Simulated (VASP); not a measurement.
# ScF6 (I4/mmm) in VASP: single point with PBE

Aim: the single point of ScF6 with PBE.

All numbers are computed with VASP 6.6.1; they aren't measurements. Logs are shortened: lines on timing, memory, paths and dates and some standing lists are left out, and cuts for length are marked.

## (1) The cell of the first run

The structure is tetragonal, space group I4/mmm (No. 139). The conventional cell has a = 5.702 Å, b = 5.702 Å, c = 5.784 Å, α = 90.00°, β = 90.00°, γ = 90.00°. Within 2.6 Å of Sc (site symmetry 4/mmm) lie 4 F at 1.97 Å. F (site symmetry m2m) has 1 Sc at 1.97 Å and 4 F at 2.48 Å within 2.6 Å. F (site symmetry -4m2) has 10 F at 2.48 to 2.89 Å and 4 Sc at 3.20 Å within 3.3 Å.

The cell was generated, and may not be a known phase.

## (2) Single point, PBE

The input, INCAR:

```
SYSTEM = ScF6
PREC     = Accurate       ! precision mode
ENCUT    = 600            ! plane-wave cutoff, eV
EDIFF    = 1E-6           ! SCF threshold, eV
ISMEAR   = 0              ! smearing method
SIGMA    = 0.2            ! smearing width, eV
LREAL    = .FALSE.        ! projectors in reciprocal space
LASPH    = .TRUE.         ! aspherical terms in the spheres
NELM     = 120            ! most SCF steps
ALGO     = Normal         ! electronic algorithm
ISIF     = 2              ! what is computed and relaxed
LWAVE    = .FALSE.        ! write WAVECAR
LCHARG   = .TRUE.         ! write CHGCAR
GGA      = PE             ! functional
LELF     = .TRUE.         ! ELF
LVHAR    = .TRUE.       
NBANDS   = 36             ! bands
GGA_COMPAT= .FALSE.
```

The input, KPOINTS:

```
regular mesh
0
G
  4 4 4
  0 0 0
```

The input, POSCAR:

```
ScF6
1.0
   -2.8511309090      2.8511309090      2.8921457321
    2.8511309090     -2.8511309090      2.8921457321
    2.8511309090      2.8511309090     -2.8921457321
Sc F
1 6
Direct
    0.0000000000      0.0000000000      0.0000000000
    0.7553476139      0.7553476139      0.5106952277
    0.2446523861      0.2446523861      0.4893047723
    0.7553476139      0.2446523861      0.0000000000
    0.2446523861      0.7553476139      0.0000000000
    0.7500000000      0.2500000000      0.5000000000
    0.2500000000      0.7500000000      0.5000000000
```

Potentials or basis: VASP PAW PBE potentials, release 64 (Sc_sv, F).

Started as:

```sh
$ cat potpaw_PBE.64/Sc_sv/POTCAR potpaw_PBE.64/F/POTCAR > POTCAR
$ mpirun -np 1 vasp_std > vasp.out
```

OUTCAR:

```text
SYSTEM = ScF6
   PREC = Accurate
   ENCUT = 600
   EDIFF = 1E-6
   ISMEAR = 0
   LREAL = .FALSE.
   LASPH = .TRUE.
   NELM = 120
   ISIF = 2
   GGA = PE

 ion  position               nearest neighbor table
   1  0.000  0.000  0.000-   4 1.97   5 1.97   2 1.97   3 1.97
   2  0.755  0.755  0.511-   1 1.97
   3  0.245  0.245  0.489-   1 1.97
   4  0.755  0.245  0.000-   1 1.97
   5  0.245  0.755  0.000-   1 1.97
   6  0.750  0.250  0.500-
   7  0.250  0.750  0.500-

  LATTYP: Found a body centered tetragonal cell.
 ALAT       =     5.7022618180
 C/A-ratio  =     1.0143854577

  Lattice vectors:

 A1 = (  -2.8511309090,   2.8511309090,   2.8921457321)
 A2 = (   2.8511309090,  -2.8511309090,   2.8921457321)
 A3 = (   2.8511309090,   2.8511309090,  -2.8921457321)

Analysis of symmetry for initial positions (statically):
=====================================================================
 Subroutine PRICEL returns:
 Original cell was already a primitive cell.

 Routine SETGRP: Setting up the symmetry group for a
 body centered tetragonal supercell.

 Subroutine GETGRP returns: Found 16 space group operations
 (whereof 16 operations were pure point group operations)
 out of a pool of 16 trial point group operations.

The static configuration has the point symmetry D_4h.

Analysis of symmetry for dynamics (positions and initial velocities):
=====================================================================
 Subroutine PRICEL returns:
 Original cell was already a primitive cell.

 Routine SETGRP: Setting up the symmetry group for a
 body centered tetragonal supercell.

 Subroutine GETGRP returns: Found 16 space group operations
 (whereof 16 operations were pure point group operations)
 out of a pool of 16 trial point group operations.

The dynamic configuration has the point symmetry D_4h.

 Subroutine INISYM returns: Found 16 space group operations
 (whereof 16 operations are pure point group operations),
 and found     1 'primitive' translations

----------------------------------------------------------------------------------------

                                     Primitive cell

  volume of cell :      94.0404

  direct lattice vectors                    reciprocal lattice vectors
    -2.851130909  2.851130909  2.892145732     0.000000000  0.175369008  0.172882021
     2.851130909 -2.851130909  2.892145732     0.175369008  0.000000000  0.172882021
     2.851130909  2.851130909 -2.892145732     0.175369008  0.175369008  0.000000000

  length of vectors
     4.962096518  4.962096518  4.962096518     0.246256944  0.246256944  0.248009230

  position of ions in fractional coordinates (direct lattice)
     0.000000000  0.000000000  0.000000000
     0.755347614  0.755347614  0.510695228
     0.244652386  0.244652386  0.489304772
     0.755347614  0.244652386  0.000000000
     0.244652386  0.755347614  0.000000000
     0.750000000  0.250000000  0.500000000
     0.250000000  0.750000000  0.500000000

  ion indices of the primitive-cell ions
   primitive index   ion index
                 1           1
                 2           2
                 3           3
                 4           4
                 5           5
                 6           6
                 7           7

----------------------------------------------------------------------------------------

 KPOINTS: regular mesh

Automatic generation of k-mesh.
 Grid dimensions read from file:
 generate k-points for:    4    4    4

 Generating k-lattice:

  Cartesian coordinates                     Fractional coordinates (reciprocal lattice)
     0.000000000  0.043842252  0.043220505     0.250000000  0.000000000  0.000000000
     0.043842252  0.000000000  0.043220505     0.000000000  0.250000000  0.000000000
     0.043842252  0.043842252  0.000000000     0.000000000  0.000000000  0.250000000

  Length of vectors
     0.061564236  0.061564236  0.062002307

  Shift w.r.t. Gamma in fractional coordinates (k-lattice)
     0.000000000  0.000000000  0.000000000

 Subroutine IBZKPT returns following result:
 ===========================================

 Found     13 irreducible k-points:

 Following reciprocal coordinates:
            Coordinates               Weight
  0.000000  0.000000  0.000000      1.000000
  0.250000 -0.000000  0.000000      8.000000
  0.500000 -0.000000  0.000000      4.000000
  0.250000  0.250000  0.000000      8.000000
  0.500000  0.250000  0.000000     16.000000
 -0.250000  0.250000  0.000000      4.000000
  0.500000  0.500000  0.000000      2.000000
  0.250000  0.250000  0.250000      2.000000
 -0.250000  0.250000  0.250000      4.000000
  0.500000  0.500000  0.250000      4.000000
 -0.250000  0.500000  0.250000      8.000000
 -0.250000 -0.250000  0.250000      2.000000
  0.500000  0.500000  0.500000      1.000000
   k-points           NKPTS =     13   k-points in BZ     NKDIM =     13   number of bands    NBANDS=     36
   number of dos      NEDOS =    301   number of ions     NIONS =      7
   total plane-waves  NPLWV =  64000
   dimension x,y,z NGX =    40 NGY =   40 NGZ =   40
   dimension x,y,z NGXF=    80 NGYF=   80 NGZF=   80
   ions per type =               1   6
   NGX,Y,Z   is equivalent  to a cutoff of  13.40, 13.40, 13.40 a.u.
   NGXF,Y,Z  is equivalent  to a cutoff of  26.80, 26.80, 26.80 a.u.
 SYSTEM =  ScF6
   PREC   = accura    normal or accurate (medium, high low for compatibility)
   ISTART =      0    job   : 0-new  1-cont  2-samecut
   ICHARG =      2    charge: 1-file 2-atom 10-const
   ISPIN  =      1    spin polarized calculation?
   LNONCOLLINEAR =      F non collinear calculations
   LSORBIT =      F    spin-orbit coupling
   LASPH  =      T    aspherical Exc in radial PAW
   ENCUT  =  600.0 eV  44.10 Ry    6.64 a.u.   9.91  9.91  9.91*2*pi/ulx,y,z
   NELM   =    120;   NELMIN=  2; NELMDL= -5     # of ELM steps
   EDIFF  = 0.1E-05   stopping-criterion for ELM
   LREAL  =      F    real-space projection
   EDIFFG = 0.1E-04   stopping-criterion for IOM
   NSW    =      0    number of steps for IOM
   IBRION =     -1    ionic relax: 0-MD 1-quasi-New 2-CG
   NFREE  =      0    steps in history (QN), initial steepest desc. (CG)
   ISIF   =      2    stress and relaxation
   ISYM   =      2    0-nonsym 1-usesym 2-fastsym
   POTIM  = 0.5000    time-step for ionic-motion
   TEBEG  =    0.0;   TEEND  =   0.0 temperature during run
   PSTRESS=    0.0 pullay stress
   NELECT =      53.0000    total number of electrons
   NUPDOWN=      -1.0000    fix difference up-down
   EMIN   =  10.00;   EMAX   =-10.00  energy-range for DOS
   EFERMI =   0.00;   METHOD = LEGACY
   ISMEAR =     0;   SIGMA  =   0.20  broadening in eV -4-tet -1-fermi 0-gaus
   EFERMI_NEDOS =   21; number of points for ismear=-14 and -15
   IALGO  =     38    algorithm
   IMIX   =      4    mixing-type and parameters
     AMIX     =   0.40;   BMIX     =  1.00
     AMIX_MAG =   1.60;   BMIX_MAG =  1.00
  volume/ion in A,a.u.               =      13.43        90.66
  Fermi-wavevector in a.u.,A,eV,Ry     =   1.352265  2.555411 24.879912  1.828622
  Thomas-Fermi vector in A             =   2.479619
   LORBIT       =      0    0 simple, 1 ext, 2 COOP (PROOUT), +10 PAW based schemes
   GGA     = PE    functional components
   LHFCALC =     F    Hartree Fock is set to
   AEXX    =    0.0000 exact exchange contribution
   IVDW    =     0    specifies the selected vdW correction
   LEPSILON=     F    determine dielectric tensor
   LRPA    =     F    only Hartree local field effects (RPA)
 non-spin polarized calculation
 Gauss-broadening in eV      SIGMA  =   0.20
  energy-cutoff  :      600.00
  volume of cell :       94.04
 maximum number of plane-waves:      3188
   NGX = 19   NGY = 19   NGZ = 19

 number of electron      53.0000013 magnetization

 Free energy of the ion-electron system (eV)
  ---------------------------------------------------
  ext. energy  EPLUGINS =         0.00000000
  ---------------------------------------------------
  free energy    TOTEN  =       -27.96672539 eV

  energy without entropy =      -27.70072425  energy(sigma->0) =      -27.83372482

 E-fermi :  -2.8036     XC(G=0):  -9.0918

 val. band max:       -2.8084806917   @ k =  -0.2500   0.2500   0.0000
 cond. band min:      -2.7833507222   @ k =   0.5000   0.2500   0.0000
 fundamental gap:      0.0251299695
 Fermi energy:        -2.8036194658

 k-point     1 :       0.0000    0.0000    0.0000
  band No.  band energies     occupation
      1     -50.3577      2.00000
      2     -29.1342      2.00000
      3     -29.1342      2.00000
      4     -29.1083      2.00000
      5     -23.6701      2.00000
      6     -22.9669      2.00000
[... 28 lines left out ...]
     35       7.9907      0.00000
     36      13.5440      0.00000

 k-point     2 :       0.2500   -0.0000    0.0000
  band No.  band energies     occupation
      1     -50.3577      2.00000
      2     -29.1391      2.00000
      3     -29.1368      2.00000
      4     -29.1087      2.00000
      5     -23.5204      2.00000
      6     -22.9618      2.00000
[... 28 lines left out ...]
     35       8.4164      0.00000
     36      12.6062      0.00000

 k-point     3 :       0.5000   -0.0000    0.0000
  band No.  band energies     occupation
      1     -50.3576      2.00000
      2     -29.1443      2.00000
      3     -29.1394      2.00000
      4     -29.1088      2.00000
      5     -23.2621      2.00000
      6     -22.9565      2.00000
[... 28 lines left out ...]
     35       8.4255      0.00000
     36      11.6902      0.00000
[... 313 lines left out ...]
 k-point    12 :      -0.2500   -0.2500    0.2500
  band No.  band energies     occupation
      1     -50.3576      2.00000
      2     -29.1405      2.00000
      3     -29.1405      2.00000
      4     -29.1097      2.00000
      5     -23.4274      2.00000
      6     -22.8975      2.00000
[... 28 lines left out ...]
     35       8.9334      0.00000
     36      12.0193      0.00000

 k-point    13 :       0.5000    0.5000    0.5000
  band No.  band energies     occupation
      1     -50.3575      2.00000
      2     -29.1468      2.00000
      3     -29.1468      2.00000
      4     -29.1107      2.00000
      5     -23.0466      2.00000
      6     -22.8268      2.00000
[... 28 lines left out ...]
     35       9.4645      0.00000
     36      10.6733      0.00000

------------------------ aborting loop because EDIFF is reached ----------------------------------------

  FORCE on cell =-STRESS in cart. coord.  units (eV):
  Direction    XX          YY          ZZ          XY          YZ          ZX
  --------------------------------------------------------------------------------------
  -------------------------------------------------------------------------------------
  Total        0.2438239      0.2438239      0.0326927      0.0000000     -0.0000000      0.0000000
  in kB        4.1540559      4.1540559      0.5569902      0.0000000     -0.0000000      0.0000000
  external PRESSURE =       2.9550340 kB  Pullay stress =       0.0000000 kB

 VOLUME and BASIS-vectors are now :
 -----------------------------------------------------------------------------
  energy-cutoff  :      600.00
  volume of cell :       94.04
      direct lattice vectors                 reciprocal lattice vectors
    -2.851130909  2.851130909  2.892145732     0.000000000  0.175369008  0.172882021
     2.851130909 -2.851130909  2.892145732     0.175369008  0.000000000  0.172882021
     2.851130909  2.851130909 -2.892145732     0.175369008  0.175369008  0.000000000

 POSITION                                       TOTAL-FORCE (eV/Angst)
 -----------------------------------------------------------------------------------
      0.00000      0.00000      0.00000         0.000000      0.000000     -0.000000
      1.45606      1.45606      2.89215        -0.130393     -0.130393     -0.000000
      1.39507      1.39507     -0.00000         0.130393      0.130393      0.000000
     -1.45606      1.45606      2.89215         0.130393     -0.130393     -0.000000
      1.45606     -1.45606      2.89215        -0.130393      0.130393     -0.000000
      0.00000      2.85113      1.44607         0.000000     -0.000000     -0.000000
      2.85113      0.00000      1.44607         0.000000     -0.000000     -0.000000
 -----------------------------------------------------------------------------------
    total drift:                                0.000000     -0.000000      0.000000

  FREE ENERGIE OF THE ION-ELECTRON SYSTEM (eV)
  ---------------------------------------------------
  free  energy   TOTEN  =       -27.9667253852 eV

  energy  without entropy=      -27.7007242511  energy(sigma->0) =      -27.83372482
```

Run time: 70 s. Hardware: 1 thread of Intel Xeon 8259CL, shared host; peak memory 0.25 GiB.

What came out:

| Item | Value |
| --- | --- |
| Free energy | -27.9667 eV |
| Pressure | 0.3 GPa |
| Largest force | 0.184 eV/Å |
| Band gap on the k mesh | zero (an odd number of electrons rules out a gap without spin polarisation) |

Forces on the atoms (eV/Å):
```
Sc   0.000  0.000  0.000
F   -0.130 -0.130  0.000
F    0.130  0.130  0.000
F    0.130 -0.130  0.000
F   -0.130  0.130  0.000
F    0.000  0.000  0.000
F    0.000  0.000  0.000
```

Caveat: the k points lie up to 0.39 Å⁻¹ apart, too coarse for converged energies and pressures of a metal; an odd number of electrons without spin polarisation forces a metal; a magnetic or distorted state may lie lower.

The gap in the log of VASP goes by the Fermi energy; the results here count the filled bands.